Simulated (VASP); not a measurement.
# GaMo (P4/nmm) in VASP: single point with PBE

Aim: the single point of GaMo with PBE.

All numbers are computed with VASP 6.6.1; they aren't measurements. Logs are shortened: lines on timing, memory, paths and dates and some standing lists are left out, and cuts for length are marked.

### Step 1. The cell of the first run

The structure is tetragonal, space group P4/nmm (No. 129). The conventional cell has a = 3.311 Å, b = 3.311 Å, c = 5.701 Å, α = 90.00°, β = 90.00°, γ = 90.00°. Within 3.6 Å of Ga (site symmetry 4mm) lie 8 Ga at 2.72 to 3.31 Å and 6 Mo at 2.78 to 2.89 Å. Mo (site symmetry 4mm) has 8 Mo at 2.68 to 3.31 Å and 6 Ga at 2.78 to 2.89 Å within 3.5 Å.

The cell was generated, and may not be a known phase.

### Step 2. Single point, PBE, collinear spin

Contents of INCAR:

```
SYSTEM = GaMo
PREC = Accurate ; ENCUT = 520
EDIFF = 1E-6 ; ISMEAR = 0
SIGMA = 0.1 ; LREAL = .FALSE.
LASPH = .TRUE. ; NELM = 150
ALGO = Normal ; ISIF = 2
LWAVE = .FALSE. ; LCHARG = .TRUE.
ISPIN = 2 ; MAGMOM = 0 0 1 1
LORBIT = 11 ; LMAXMIX = 4
GGA = PE ; LELF = .TRUE.
LVHAR = .TRUE. ; NBANDS = 39
```

Contents of KPOINTS:

```
Automatic mesh
0
G
  6 6 4
  0 0 0
```

Contents of POSCAR:

```
GaMo
1.0
    3.3112942152      0.0000000000      0.0000000000
    0.0000000000      3.3112942152      0.0000000000
    0.0000000000      0.0000000000      5.7012887928
Ga Mo
2 2
Direct
    0.5000000000      0.0000000000      0.1217552655
    0.0000000000      0.5000000000      0.8782447345
    0.5000000000      0.0000000000      0.6150025044
    0.0000000000      0.5000000000      0.3849974956
```

Potentials or basis: VASP PAW PBE potentials, release 64 (Ga_d, Mo_sv).

Command:

```bash
$ cat potpaw_PBE.64/Ga_d/POTCAR potpaw_PBE.64/Mo_sv/POTCAR > POTCAR
$ mpirun -np 1 vasp_std > vasp.out
```

OUTCAR:

```text
SYSTEM = GaMo
   PREC = Accurate
   ENCUT = 520
   EDIFF = 1E-6
   ISMEAR = 0
   LREAL = .FALSE.
   LASPH = .TRUE.
   NELM = 150
   ISIF = 2
   ISPIN = 2
   LORBIT = 11
   GGA = PE

 ion  position               nearest neighbor table
   1  0.500  0.000  0.122-   2 2.72   2 2.72   2 2.72   2 2.72   4 2.78   4 2.78   4 2.78   4 2.78
                             3 2.81   3 2.89
   2  0.000  0.500  0.878-   1 2.72   1 2.72   1 2.72   1 2.72   3 2.78   3 2.78   3 2.78   3 2.78
                             4 2.81   4 2.89
   3  0.500  0.000  0.615-   4 2.68   4 2.68   4 2.68   4 2.68   2 2.78   2 2.78   2 2.78   2 2.78
                             1 2.81   1 2.89
   4  0.000  0.500  0.385-   3 2.68   3 2.68   3 2.68   3 2.68   1 2.78   1 2.78   1 2.78   1 2.78
                             2 2.81   2 2.89

  LATTYP: Found a simple tetragonal cell.
 ALAT       =     3.3112942152
 C/A-ratio  =     1.7217705291

  Lattice vectors:

 A1 = (   3.3112942152,   0.0000000000,   0.0000000000)
 A2 = (   0.0000000000,   3.3112942152,   0.0000000000)
 A3 = (   0.0000000000,   0.0000000000,   5.7012887928)

Analysis of symmetry for initial positions (statically):
=====================================================================
 Subroutine PRICEL returns:
 Original cell was already a primitive cell.

 Routine SETGRP: Setting up the symmetry group for a
 simple tetragonal supercell.

 Subroutine GETGRP returns: Found 16 space group operations
 (whereof  8 operations were pure point group operations)
 out of a pool of 16 trial point group operations.

The static configuration has the point symmetry D_2d.
 The point group associated with its full space group is D_4h.

Analysis of symmetry for dynamics (positions and initial velocities):
=====================================================================
 Subroutine PRICEL returns:
 Original cell was already a primitive cell.

 Routine SETGRP: Setting up the symmetry group for a
 simple tetragonal supercell.

 Subroutine GETGRP returns: Found 16 space group operations
 (whereof  8 operations were pure point group operations)
 out of a pool of 16 trial point group operations.

The dynamic configuration has the point symmetry D_2d.
 The point group associated with its full space group is D_4h.

Analysis of structural, dynamic, and magnetic symmetry:
=====================================================================
 Subroutine PRICEL returns:
 Original cell was already a primitive cell.

 Routine SETGRP: Setting up the symmetry group for a
 simple tetragonal supercell.

 Subroutine GETGRP returns: Found 16 space group operations
 (whereof  8 operations were pure point group operations)
 out of a pool of 16 trial point group operations.

The overall configuration has the point symmetry D_2d.
 The point group associated with its full space group is D_4h.

 Subroutine INISYM returns: Found 16 space group operations
 (whereof  8 operations are pure point group operations),
 and found     1 'primitive' translations

----------------------------------------------------------------------------------------

                                     Primitive cell

  volume of cell :      62.5127

  direct lattice vectors                    reciprocal lattice vectors
     3.311294215  0.000000000  0.000000000     0.301996722  0.000000000  0.000000000
     0.000000000  3.311294215  0.000000000     0.000000000  0.301996722  0.000000000
     0.000000000  0.000000000  5.701288793     0.000000000  0.000000000  0.175398938

  length of vectors
     3.311294215  3.311294215  5.701288793     0.301996722  0.301996722  0.175398938

  position of ions in fractional coordinates (direct lattice)
     0.500000000  0.000000000  0.121755265
     0.000000000  0.500000000  0.878244735
     0.500000000  0.000000000  0.615002504
     0.000000000  0.500000000  0.384997496

  ion indices of the primitive-cell ions
   primitive index   ion index
                 1           1
                 2           2
                 3           3
                 4           4

----------------------------------------------------------------------------------------

 KPOINTS: Automatic mesh

Automatic generation of k-mesh.
 Grid dimensions read from file:
 generate k-points for:    6    6    4

 Generating k-lattice:

  Cartesian coordinates                     Fractional coordinates (reciprocal lattice)
     0.050332787  0.000000000  0.000000000     0.166666667  0.000000000  0.000000000
     0.000000000  0.050332787  0.000000000     0.000000000  0.166666667  0.000000000
     0.000000000  0.000000000  0.043849735     0.000000000  0.000000000  0.250000000

  Length of vectors
     0.050332787  0.050332787  0.043849735

  Shift w.r.t. Gamma in fractional coordinates (k-lattice)
     0.000000000  0.000000000  0.000000000

 Subroutine IBZKPT returns following result:
 ===========================================

 Found     30 irreducible k-points:

 Following reciprocal coordinates:
            Coordinates               Weight
  0.000000  0.000000  0.000000      1.000000
  0.166667  0.000000  0.000000      4.000000
  0.333333  0.000000  0.000000      4.000000
  0.500000  0.000000  0.000000      2.000000
  0.166667  0.166667  0.000000      4.000000
  0.333333  0.166667  0.000000      8.000000
[... 16 lines left out ...]
  0.333333  0.000000  0.500000      4.000000
  0.500000  0.000000  0.500000      2.000000
 [... further k-points ...]
   k-points           NKPTS =     30   k-points in BZ     NKDIM =     30   number of bands    NBANDS=     39
   number of dos      NEDOS =    301   number of ions     NIONS =      4
   total plane-waves  NPLWV =  32928
   dimension x,y,z NGX =    28 NGY =   28 NGZ =   42
   dimension x,y,z NGXF=    56 NGYF=   56 NGZF=   84
   ions per type =               2   2
   NGX,Y,Z   is equivalent  to a cutoff of  14.06, 14.06, 12.25 a.u.
   NGXF,Y,Z  is equivalent  to a cutoff of  28.12, 28.12, 24.49 a.u.
 SYSTEM =  GaMo
   PREC   = accura    normal or accurate (medium, high low for compatibility)
   ISTART =      0    job   : 0-new  1-cont  2-samecut
   ICHARG =      2    charge: 1-file 2-atom 10-const
   ISPIN  =      2    spin polarized calculation?
   LNONCOLLINEAR =      F non collinear calculations
   LSORBIT =      F    spin-orbit coupling
   LASPH  =      T    aspherical Exc in radial PAW
   ENCUT  =  520.0 eV  38.22 Ry    6.18 a.u.   6.16  6.16 10.60*2*pi/ulx,y,z
   NELM   =    150;   NELMIN=  2; NELMDL= -5     # of ELM steps
   EDIFF  = 0.1E-05   stopping-criterion for ELM
   LREAL  =      F    real-space projection
   EDIFFG = 0.1E-04   stopping-criterion for IOM
   NSW    =      0    number of steps for IOM
   IBRION =     -1    ionic relax: 0-MD 1-quasi-New 2-CG
   NFREE  =      0    steps in history (QN), initial steepest desc. (CG)
   ISIF   =      2    stress and relaxation
   ISYM   =      2    0-nonsym 1-usesym 2-fastsym
   POTIM  = 0.5000    time-step for ionic-motion
   TEBEG  =    0.0;   TEEND  =   0.0 temperature during run
   PSTRESS=    0.0 pullay stress
   NELECT =      54.0000    total number of electrons
   NUPDOWN=      -1.0000    fix difference up-down
   EMIN   =  10.00;   EMAX   =-10.00  energy-range for DOS
   EFERMI =   0.00;   METHOD = LEGACY
   ISMEAR =     0;   SIGMA  =   0.10  broadening in eV -4-tet -1-fermi 0-gaus
   EFERMI_NEDOS =   21; number of points for ismear=-14 and -15
   IALGO  =     38    algorithm
   IMIX   =      4    mixing-type and parameters
     AMIX     =   0.40;   BMIX     =  1.00
     AMIX_MAG =   1.60;   BMIX_MAG =  1.00
  volume/ion in A,a.u.               =      15.63       105.46
  Fermi-wavevector in a.u.,A,eV,Ry     =   1.559133  2.946335 33.074353  2.430896
  Thomas-Fermi vector in A             =   2.662536
   LORBIT       =     11    0 simple, 1 ext, 2 COOP (PROOUT), +10 PAW based schemes
   GGA     = PE    functional components
   LHFCALC =     F    Hartree Fock is set to
   AEXX    =    0.0000 exact exchange contribution
   IVDW    =     0    specifies the selected vdW correction
   LEPSILON=     F    determine dielectric tensor
   LRPA    =     F    only Hartree local field effects (RPA)
 spin polarized calculation
 Gauss-broadening in eV      SIGMA  =   0.10
  energy-cutoff  :      520.00
  volume of cell :       62.51
 maximum number of plane-waves:      1712
 NGX is ok and might be reduce to    28
   NGX = 13   NGY = 13   NGZ = 21

 number of electron      54.0000008 magnetization      -0.0021740

 number of electron      54.0000008 magnetization       0.0012229

 Free energy of the ion-electron system (eV)
  ---------------------------------------------------
  ext. energy  EPLUGINS =         0.00000000
  ---------------------------------------------------
  free energy    TOTEN  =       -27.95136835 eV

  energy without entropy =      -27.93847847  energy(sigma->0) =      -27.94492341

 E-fermi :   9.6284     XC(G=0): -12.6976

 val. band max:        9.5761633743   @ k =   0.3333   0.3333   0.5000
 cond. band min:       9.6723597713   @ k =   0.1667   0.1667   0.2500
 fundamental gap:      0.0961963970
 Fermi energy:         9.6284492390

 spin component 1

 k-point     1 :       0.0000    0.0000    0.0000
  band No.  band energies     occupation
      1     -51.2117      1.00000
      2     -50.9404      1.00000
      3     -25.4666      1.00000
      4     -25.4666      1.00000
      5     -25.3258      1.00000
      6     -25.0093      1.00000
[... 31 lines left out ...]
     38      20.3823      0.00000
     39      22.2364      0.00000

 k-point     2 :       0.1667    0.0000    0.0000
  band No.  band energies     occupation
      1     -51.1911      1.00000
      2     -50.9561      1.00000
      3     -25.5282      1.00000
      4     -25.4201      1.00000
      5     -25.3689      1.00000
      6     -24.9571      1.00000
[... 913 lines left out ...]
     38      20.4348      0.00000
     39      21.1264      0.00000

 k-point    24 :       0.5000    0.0000    0.5000
  band No.  band energies     occupation
      1     -51.0661      1.00000
      2     -51.0661      1.00000
      3     -25.5922      1.00000
      4     -25.5922      1.00000
      5     -25.1250      1.00000
      6     -25.1250      1.00000
[... 31 lines left out ...]
     38      18.2798      0.00000
     39      20.8768      0.00000

 [... further k-points ...]

 spin component 2

 k-point     1 :       0.0000    0.0000    0.0000
  band No.  band energies     occupation
      1     -51.2116      1.00000
      2     -50.9404      1.00000
      3     -25.4665      1.00000
      4     -25.4665      1.00000
      5     -25.3256      1.00000
      6     -25.0092      1.00000
[... 31 lines left out ...]
     38      20.3824      0.00000
     39      22.2366      0.00000

 k-point     2 :       0.1667    0.0000    0.0000
  band No.  band energies     occupation
      1     -51.1910      1.00000
      2     -50.9560      1.00000
      3     -25.5281      1.00000
      4     -25.4199      1.00000
      5     -25.3688      1.00000
      6     -24.9570      1.00000
[... 913 lines left out ...]
     38      20.4350      0.00000
     39      21.1265      0.00000

 k-point    24 :       0.5000    0.0000    0.5000
  band No.  band energies     occupation
      1     -51.0661      1.00000
      2     -51.0661      1.00000
      3     -25.5921      1.00000
      4     -25.5921      1.00000
      5     -25.1249      1.00000
      6     -25.1249      1.00000
[... 31 lines left out ...]
     38      18.2799      0.00000
     39      20.8770      0.00000

 [... further k-points ...]
[... 5 lines left out ...]
  --------------------------------------------------------------------------------------
  -------------------------------------------------------------------------------------
  Total        0.0116913      0.0116913      0.1241676      0.0000000      0.0000000      0.0000000
  in kB        0.2996431      0.2996431      3.1823665      0.0000000      0.0000000      0.0000000
  external PRESSURE =       1.2605509 kB  Pullay stress =       0.0000000 kB

 VOLUME and BASIS-vectors are now :
 -----------------------------------------------------------------------------
  energy-cutoff  :      520.00
  volume of cell :       62.51
      direct lattice vectors                 reciprocal lattice vectors
     3.311294215  0.000000000  0.000000000     0.301996722  0.000000000  0.000000000
     0.000000000  3.311294215  0.000000000     0.000000000  0.301996722  0.000000000
     0.000000000  0.000000000  5.701288793     0.000000000  0.000000000  0.175398938

 POSITION                                       TOTAL-FORCE (eV/Angst)
 -----------------------------------------------------------------------------------
      1.65565      0.00000      0.69416        -0.000000      0.000000      0.006087
      0.00000      1.65565      5.00713         0.000000      0.000000     -0.006087
      1.65565      0.00000      3.50631         0.000000      0.000000     -0.022409
      0.00000      1.65565      2.19498         0.000000      0.000000      0.022409
 -----------------------------------------------------------------------------------
    total drift:                                0.000000      0.000000      0.000000

  FREE ENERGIE OF THE ION-ELECTRON SYSTEM (eV)
  ---------------------------------------------------
  free  energy   TOTEN  =       -27.9513683529 eV

  energy  without entropy=      -27.9384784678  energy(sigma->0) =      -27.94492341

 total charge

# of ion       s       p       d       tot
------------------------------------------
    1        0.897   0.808  10.003  11.708
    2        0.897   0.808  10.003  11.708
    3        2.322   6.168   3.969  12.459
    4        2.322   6.168   3.969  12.459
--------------------------------------------------
tot          6.439  13.951  27.944  48.334

 magnetization (x)

# of ion       s       p       d       tot
------------------------------------------
    1       -0.000  -0.000   0.000  -0.000
    2       -0.000  -0.000   0.000  -0.000
    3        0.000   0.000   0.000   0.000
    4        0.000   0.000   0.000   0.000
--------------------------------------------------
tot         -0.000   0.000   0.000   0.000
```

It took 68 s on 1 thread of Intel Xeon 6975P-C (Granite Rapids), shared host; peak memory 0.27 GiB.

What came out:

```
Free energy                                           : -27.9514 eV
Pressure                                              : 0.1 GPa
Largest force                                         : 0.022 eV/Å
Band gap on the k mesh                                : zero (filled and empty bands overlap)
Net moment                                            : 0.00 μB per cell
Valence electrons inside the program's atomic spheres : Ga 11.71; Mo 12.46
```

Forces on the atoms (eV/Å):
```
Ga   0.000  0.000  0.006
Ga   0.000  0.000 -0.006
Mo   0.000  0.000 -0.022
Mo   0.000  0.000  0.022
```

The gap in the log of VASP goes by the Fermi energy; the results here count the filled bands.